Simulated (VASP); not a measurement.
# As2CO3 (P6/mmm) in VASP: further runs

Runs on As2CO3. Level: PBE. Tasks: single point, relaxation of cell and atoms.

Program: VASP 6.6.1. These are calculated values, not measurements. Logs are shortened: lines on timing, memory, paths and dates and some standing lists are left out, and cuts for length are marked.

### Step 1. The cell of the first run

It takes space group P6/mmm (No. 191, hexagonal). Conventional cell: a = 5.599 Å, b = 5.599 Å, c = 2.873 Å, α = 90.00°, β = 90.00°, γ = 120.00°. Within 2.9 Å of As (site symmetry -6m2) lie 6 O at 2.16 Å and 2 As at 2.87 Å. Within 3.8 Å of C (site symmetry 6/mmm) lie 2 C at 2.87 Å and 12 O at 3.15 Å and 6 As at 3.23 Å. Within 2.9 Å of O (site symmetry mmm) lie 4 As at 2.16 Å and 6 O at 2.80 to 2.87 Å.

The cell was generated, and may not be a known phase.

### Step 2. Single point, PBE

The input, INCAR:

```
PREC     = Accurate       # precision mode
ENCUT    = 520            # plane-wave cutoff, eV
EDIFF    = 1E-6           # SCF threshold, eV
ISMEAR   = 0              # smearing method
SIGMA    = 0.1            # smearing width, eV
LREAL    = F              # projectors in reciprocal space
LASPH    = T              # aspherical terms in the spheres
NELM     = 100            # most SCF steps
ALGO     = Normal         # electronic algorithm
ISIF     = 2              # what is computed and relaxed
LWAVE    = F              # write WAVECAR
LCHARG   = T              # write CHGCAR
GGA      = PE             # functional
LELF     = T              # ELF
LVHAR    = T            
NBANDS   = 25             # bands
```

The input, KPOINTS:

```
Automatic mesh
0
Gamma
  12 12 14
```

The input, POSCAR:

```
As2CO3
1.0
    5.5990552881      0.0000000000      0.0000000000
   -2.7995276440      4.8489241167      0.0000000000
    0.0000000000      0.0000000000      2.8726745764
As C O
2 1 3
Direct
    0.3333333333      0.6666666667      0.0000000000
    0.6666666667      0.3333333333      0.0000000000
    0.0000000000      0.0000000000      0.0000000000
    0.5000000000      0.0000000000      0.5000000000
    0.0000000000      0.5000000000      0.5000000000
    0.5000000000      0.5000000000      0.5000000000
```

Potentials or basis: VASP PAW PBE potentials, release 64 (As, C, O).

Command:

```console
cat potpaw_PBE.64/As/POTCAR potpaw_PBE.64/C/POTCAR potpaw_PBE.64/O/POTCAR > POTCAR
mpirun -np 1 vasp_std > vasp.out
```

OUTCAR:

```text
PREC = Accurate
   ENCUT = 520
   EDIFF = 1E-6
   ISMEAR = 0
   LREAL = F
   LASPH = T
   NELM = 100
   ISIF = 2
   GGA = PE

 ion  position               nearest neighbor table
   1  0.333  0.667  0.000-   4 2.16   4 2.16   5 2.16   5 2.16   6 2.16   6 2.16
   2  0.667  0.333  0.000-   4 2.16   4 2.16   5 2.16   5 2.16   6 2.16   6 2.16
   3  0.000  0.000  0.000-
   4  0.500  0.000  0.500-   1 2.16   2 2.16   1 2.16   2 2.16
   5  0.000  0.500  0.500-   1 2.16   2 2.16   1 2.16   2 2.16
   6  0.500  0.500  0.500-   1 2.16   2 2.16   1 2.16   2 2.16

  LATTYP: Found a hexagonal cell.
 ALAT       =     5.5990552881
 C/A-ratio  =     0.5130641561

  Lattice vectors:

 A1 = (   5.5990552881,   0.0000000000,   0.0000000000)
 A2 = (  -2.7995276440,   4.8489241167,   0.0000000000)
 A3 = (   0.0000000000,   0.0000000000,   2.8726745764)

Analysis of symmetry for initial positions (statically):
=====================================================================
 Subroutine PRICEL returns:
 Original cell was already a primitive cell.

 Routine SETGRP: Setting up the symmetry group for a
 hexagonal supercell.

 Subroutine GETGRP returns: Found 24 space group operations
 (whereof 24 operations were pure point group operations)
 out of a pool of 24 trial point group operations.

The static configuration has the point symmetry D_6h.

Analysis of symmetry for dynamics (positions and initial velocities):
=====================================================================
 Subroutine PRICEL returns:
 Original cell was already a primitive cell.

 Routine SETGRP: Setting up the symmetry group for a
 hexagonal supercell.

 Subroutine GETGRP returns: Found 24 space group operations
 (whereof 24 operations were pure point group operations)
 out of a pool of 24 trial point group operations.

The dynamic configuration has the point symmetry D_6h.

 Subroutine INISYM returns: Found 24 space group operations
 (whereof 24 operations are pure point group operations),
 and found     1 'primitive' translations

----------------------------------------------------------------------------------------

                                     Primitive cell

[... 96 lines left out ...]
   ENCUT  =  520.0 eV  38.22 Ry    6.18 a.u.  10.41 10.41  5.34*2*pi/ulx,y,z
   NELM   =    100;   NELMIN=  2; NELMDL= -5     # of ELM steps
   EDIFF  = 0.1E-05   stopping-criterion for ELM
   LREAL  =      F    real-space projection
   EDIFFG = 0.1E-04   stopping-criterion for IOM
   NSW    =      0    number of steps for IOM
   IBRION =     -1    ionic relax: 0-MD 1-quasi-New 2-CG
   NFREE  =      0    steps in history (QN), initial steepest desc. (CG)
   ISIF   =      2    stress and relaxation
   ISYM   =      2    0-nonsym 1-usesym 2-fastsym
   POTIM  = 0.5000    time-step for ionic-motion
   TEBEG  =    0.0;   TEEND  =   0.0 temperature during run
   PSTRESS=    0.0 pullay stress
   NELECT =      32.0000    total number of electrons
   NUPDOWN=      -1.0000    fix difference up-down
   EMIN   =  10.00;   EMAX   =-10.00  energy-range for DOS
   EFERMI =   0.00;   METHOD = LEGACY
   ISMEAR =     0;   SIGMA  =   0.10  broadening in eV -4-tet -1-fermi 0-gaus
   EFERMI_NEDOS =   21; number of points for ismear=-14 and -15
   IALGO  =     38    algorithm
   IMIX   =      4    mixing-type and parameters
     AMIX     =   0.40;   BMIX     =  1.00
     AMIX_MAG =   1.60;   BMIX_MAG =  1.00
  volume/ion in A,a.u.               =      13.00        87.72
  Fermi-wavevector in a.u.,A,eV,Ry     =   1.216492  2.298837 20.134623  1.479853
  Thomas-Fermi vector in A             =   2.351844
   LORBIT       =      0    0 simple, 1 ext, 2 COOP (PROOUT), +10 PAW based schemes
   GGA     = PE    functional components
   LHFCALC =     F    Hartree Fock is set to
   AEXX    =    0.0000 exact exchange contribution
   IVDW    =     0    specifies the selected vdW correction
   LEPSILON=     F    determine dielectric tensor
   LRPA    =     F    only Hartree local field effects (RPA)
 non-spin polarized calculation
 Gauss-broadening in eV      SIGMA  =   0.10
  energy-cutoff  :      520.00
  volume of cell :       77.99
 maximum number of plane-waves:      2129
 NGX is ok and might be reduce to    42
   NGX = 21   NGY = 21   NGZ = 11

 number of electron      32.0000004 magnetization

 Free energy of the ion-electron system (eV)
  ---------------------------------------------------
  ext. energy  EPLUGINS =         0.00000000
  ---------------------------------------------------
  free energy    TOTEN  =       -28.56847230 eV

  energy without entropy =      -28.53986134  energy(sigma->0) =      -28.55416682

 E-fermi :   4.0874     XC(G=0): -10.4202

 val. band max:        4.0837020919   @ k =   0.2500   0.1667   0.2143
 cond. band min:       4.0912567543   @ k =   0.1667   0.1667   0.1429
 fundamental gap:      0.0075546624
 Fermi energy:         4.0874333154

 k-point     1 :       0.0000    0.0000    0.0000
  band No.  band energies     occupation
      1     -16.4345      2.00000
      2     -14.4930      2.00000
      3     -14.4930      2.00000
      4      -9.1111      2.00000
      5      -5.0106      2.00000
      6      -3.2781      2.00000
[... 661 lines left out ...]
     24      10.9375      0.00000
     25      13.2716      0.00000

 [... further k-points ...]

------------------------ aborting loop because EDIFF is reached ----------------------------------------

  FORCE on cell =-STRESS in cart. coord.  units (eV):
  Direction    XX          YY          ZZ          XY          YZ          ZX
  --------------------------------------------------------------------------------------
  -------------------------------------------------------------------------------------
  Total       -0.0431992     -0.0431992     -0.0155652     -0.0000000      0.0000000      0.0000000
  in kB       -0.8874416     -0.8874416     -0.3197554     -0.0000000      0.0000000      0.0000000
  external PRESSURE =      -0.6982129 kB  Pullay stress =       0.0000000 kB

 VOLUME and BASIS-vectors are now :
 -----------------------------------------------------------------------------
  energy-cutoff  :      520.00
  volume of cell :       77.99
      direct lattice vectors                 reciprocal lattice vectors
     5.599055288  0.000000000  0.000000000     0.178601558  0.103115658  0.000000000
    -2.799527644  4.848924117  0.000000000     0.000000000  0.206231316  0.000000000
     0.000000000  0.000000000  2.872674576     0.000000000  0.000000000  0.348107651

 POSITION                                       TOTAL-FORCE (eV/Angst)
 -----------------------------------------------------------------------------------
     -0.00000      3.23262      0.00000        -0.000000      0.000000      0.000000
      2.79953      1.61631      0.00000         0.000000      0.000000      0.000000
      0.00000      0.00000      0.00000         0.000000      0.000000      0.000000
      2.79953      0.00000      1.43634         0.000000      0.000000      0.000000
     -1.39976      2.42446      1.43634         0.000000      0.000000      0.000000
      1.39976      2.42446      1.43634         0.000000      0.000000      0.000000
 -----------------------------------------------------------------------------------
    total drift:                                0.000000     -0.000000     -0.000000

  FREE ENERGIE OF THE ION-ELECTRON SYSTEM (eV)
  ---------------------------------------------------
  free  energy   TOTEN  =       -28.5684722989 eV

  energy  without entropy=      -28.5398613410  energy(sigma->0) =      -28.55416682
```

OSZICAR:

```text
N       E                     dE             d eps       ncg     rms          rms(c)
DAV:   1     0.143957990610E+03    0.14396E+03   -0.15710E+04  7608   0.118E+03
DAV:   2    -0.226565099191E+02   -0.16661E+03   -0.15348E+03 10004   0.232E+02
DAV:   3    -0.330277738557E+02   -0.10371E+02   -0.10139E+02  8960   0.590E+01
DAV:   4    -0.331198869517E+02   -0.92113E-01   -0.91878E-01  8495   0.605E+00
DAV:   5    -0.331208088498E+02   -0.92190E-03   -0.92167E-03  8774   0.566E-01    0.143E+01
DAV:   6    -0.296208402376E+02    0.35000E+01   -0.20332E+01  7834   0.308E+01    0.105E+01
DAV:   7    -0.289401831830E+02    0.68066E+00   -0.11122E+01  9828   0.133E+01    0.521E+00
DAV:   8    -0.286535323168E+02    0.28665E+00   -0.64133E-01  9119   0.367E+00    0.341E+00
DAV:   9    -0.286023514572E+02    0.51181E-01   -0.56550E-01  8842   0.314E+00    0.123E+00
DAV:  10    -0.285682765782E+02    0.34075E-01   -0.10861E-01  9014   0.163E+00    0.236E-01
DAV:  11    -0.285689568593E+02   -0.68028E-03   -0.92002E-03  7915   0.469E-01    0.144E-01
DAV:  12    -0.285685024138E+02    0.45445E-03   -0.75242E-04  8370   0.144E-01    0.580E-02
DAV:  13    -0.285684781158E+02    0.24298E-04   -0.29028E-04  9352   0.708E-02    0.202E-02
DAV:  14    -0.285684726684E+02    0.54474E-05   -0.24804E-05  7903   0.204E-02    0.997E-03
DAV:  15    -0.285684722989E+02    0.36951E-06   -0.16268E-06  6861   0.713E-03
   1 F= -.28568472E+02 E0= -.28554167E+02  d E =-.286110E-01
```

stdout:

```text
POSCAR found type information on POSCAR AsC O
 POSCAR found :  3 types and       6 ions
 scaLAPACK will be used
 LDA part: xc-table for (Slater+PW92), standard interpolation
 POSCAR, INCAR and KPOINTS ok, starting setup
 FFT: planning ... GRIDC
 FFT: planning ... GRID_SOFT
 FFT: planning ... GRID
 WAVECAR not read
 entering main loop
```

Run time: 2.7 min. Hardware: 1 thread of AMD EPYC 9R45 (Zen 5), shared host; peak memory 0.36 GiB.

Results:

```yaml
Free_energy: -28.5685 eV
Pressure: -0.1 GPa
Band_gap_on_the_k_mesh: zero (bands 16 and 17 overlap by 1.33 eV)
```

### Step 3. Relaxation of cell and atoms, PBE

The input, INCAR:

```
PREC     = Accurate       # precision mode
ENCUT    = 600            # plane-wave cutoff, eV
EDIFF    = 1E-7           # SCF threshold, eV
ISMEAR   = 0              # smearing method
SIGMA    = 0.1            # smearing width, eV
LREAL    = False          # projectors in reciprocal space
LASPH    = True           # aspherical terms in the spheres
NELM     = 100            # most SCF steps
ALGO     = Normal         # electronic algorithm
ISIF     = 3              # what is computed and relaxed
LWAVE    = False          # write WAVECAR
LCHARG   = False          # write CHGCAR
GGA      = PE             # functional
IBRION   = 2              # ionic algorithm
NSW      = 100            # ionic steps
EDIFFG   = -0.01          # ionic threshold
```

The input, KPOINTS:

```
regular mesh
0
Gamma
  12 12 14
```

POSCAR, as its differences from that of step 2:

```diff
@@ -2,5 +2,5 @@
 1.0
-    5.5990552881      0.0000000000      0.0000000000
-   -2.7995276440      4.8489241167      0.0000000000
-    0.0000000000      0.0000000000      2.8726745764
+    5.6009766166      0.0000000000      0.0000000000
+   -2.8004883083      4.8505880360      0.0000000000
+    0.0000000000      0.0000000000      2.8712011887
 As C O
```

Potentials or basis: VASP PAW PBE potentials, release 64 (As, C, O).

Command:

```console
cat potpaw_PBE.64/As/POTCAR potpaw_PBE.64/C/POTCAR potpaw_PBE.64/O/POTCAR > POTCAR
mpirun -np 1 vasp_std > vasp.out
```

OUTCAR:

```text
PREC = Accurate
   ENCUT = 600
   EDIFF = 1E-7
   ISMEAR = 0
   LREAL = False
   LASPH = True
   NELM = 100
   ISIF = 3
   GGA = PE
   IBRION = 2
   NSW = 100
   EDIFFG = -0.01

 ion  position               nearest neighbor table
   1  0.333  0.667  0.000-   5 2.16   5 2.16   4 2.16   4 2.16   6 2.16   6 2.16
   2  0.667  0.333  0.000-   5 2.16   5 2.16   4 2.16   4 2.16   6 2.16   6 2.16
   3  0.000  0.000  0.000-
   4  0.500  0.000  0.500-   1 2.16   2 2.16   1 2.16   2 2.16
   5  0.000  0.500  0.500-   1 2.16   2 2.16   1 2.16   2 2.16
   6  0.500  0.500  0.500-   1 2.16   2 2.16   1 2.16   2 2.16

  LATTYP: Found a hexagonal cell.
 ALAT       =     5.6009766166
 C/A-ratio  =     0.5126250983

  Lattice vectors:

 A1 = (   5.6009766166,   0.0000000000,   0.0000000000)
 A2 = (  -2.8004883083,   4.8505880360,   0.0000000000)
 A3 = (   0.0000000000,   0.0000000000,   2.8712011887)

Analysis of symmetry for initial positions (statically):
=====================================================================
 Subroutine PRICEL returns:
 Original cell was already a primitive cell.

 Routine SETGRP: Setting up the symmetry group for a
 hexagonal supercell.
[... 183 lines left out ...]
  --------------------------------------------------------------------------------------
  -------------------------------------------------------------------------------------
  Total       -0.1083302     -0.1083302     -0.0292565      0.0000000      0.0000000      0.0000000
  in kB       -2.2250432     -2.2250432     -0.6009119      0.0000000      0.0000000      0.0000000
  external PRESSURE =      -1.6836661 kB  Pullay stress =       0.0000000 kB
[... 107 lines left out ...]
--------------------------------------- Ionic step        4  -------------------------------------------

 number of electron      32.0000005 magnetization

 Free energy of the ion-electron system (eV)
  ---------------------------------------------------
  ext. energy  EPLUGINS =         0.00000000
  ---------------------------------------------------
  free energy    TOTEN  =       -28.57494693 eV

  energy without entropy =      -28.54626289  energy(sigma->0) =      -28.56060491

 E-fermi :   4.1068     XC(G=0): -10.4300

 val. band max:        4.1038411550   @ k =   0.2500   0.1667   0.2143
 cond. band min:       4.1113141493   @ k =   0.1667   0.1667   0.1429
 fundamental gap:      0.0074729943
 Fermi energy:         4.1068105054

 k-point     1 :       0.0000    0.0000    0.0000
  band No.  band energies     occupation
      1     -16.4330      2.00000
      2     -14.4845      2.00000
      3     -14.4845      2.00000
      4      -9.1005      2.00000
      5      -4.9926      2.00000
      6      -3.2470      2.00000
[... 541 lines left out ...]
     19       6.3676      0.00000
     20       6.7589      0.00000

 [... further k-points ...]

------------------------ aborting loop because EDIFF is reached ----------------------------------------

  FORCE on cell =-STRESS in cart. coord.  units (eV):
  Direction    XX          YY          ZZ          XY          YZ          ZX
  --------------------------------------------------------------------------------------
  -------------------------------------------------------------------------------------
  Total       -0.0035520     -0.0035520      0.0167840      0.0000000      0.0000000      0.0000000
  in kB       -0.0731153     -0.0731153      0.3454812      0.0000000      0.0000000      0.0000000
  external PRESSURE =       0.0664169 kB  Pullay stress =       0.0000000 kB
[... 21 lines left out ...]
  FREE ENERGIE OF THE ION-ELECTRON SYSTEM (eV)
  ---------------------------------------------------
  free  energy   TOTEN  =       -28.5749469297 eV

  energy  without entropy=      -28.5462628911  energy(sigma->0) =      -28.56060491

 reached required accuracy - stopping structural energy minimisation
```

Wall time 6.8 min (1 thread of AMD EPYC 9R45 (Zen 5), shared host); peak memory 0.4 GiB.

What came out:

```yaml
Free_energy: -28.5749 eV
Relaxed_volume: 12.97 Å³/atom
Relaxed_cell: a = 5.594 Å, b = 5.594 Å, c = 2.872 Å, α = 90.00°, β = 90.00°, γ = 120.00°
Space_group_after_relaxing_to_0.1_Å: P6/mmm (No. 191)
Energy_gained_by_relaxing: 0.0 meV/atom
Ionic_steps: 4
Pressure_after_relaxing: 0.0 GPa
Band_gap_on_the_k_mesh: zero (bands 16 and 17 overlap by 1.34 eV)
```

The path:
| step | energy change (eV) | largest force (eV/Å) | pressure (GPa) | volume (Å³) |
| --- | --- | --- | --- | --- |
| 1 | 0.0000 | 0.0000 | -0.17 | 78.00 |
| 2 | -0.0001 | 0.0000 | 0.03 | 77.85 |
| 3 | -0.0001 | 0.0000 | 0.03 | 77.84 |
| 4 | -0.0001 | 0.0000 | 0.01 | 77.84 |

Final structure:
```
CELL_PARAMETERS angstrom
5.59399 0.00000 0.00000
-2.79699 4.84453 0.00000
0.00000 0.00000 2.87215
ATOMIC_POSITIONS crystal
As 0.33333 0.66667 0.00000
As 0.66667 0.33333 0.00000
C 0.00000 0.00000 0.00000
O 0.50000 0.00000 0.50000
O 0.00000 0.50000 0.50000
O 0.50000 0.50000 0.50000
```

Levels at points of the mesh, in eV from the Fermi level:
```
           k point  band 14  band 15  band 16  band 17  band 18  band 19
(0.00, 0.00, 0.00)    -1.97     0.42     0.42     0.82     0.82     0.88
(0.50, 0.00, 0.00)    -2.39    -0.98    -0.35     0.11     2.34     2.41
(0.00, 0.00, 0.50)    -1.62    -1.35    -0.92    -0.92     0.44     1.01
(0.50, 0.00, 0.50)    -2.20    -1.94    -0.72     0.05     0.50     1.71
```
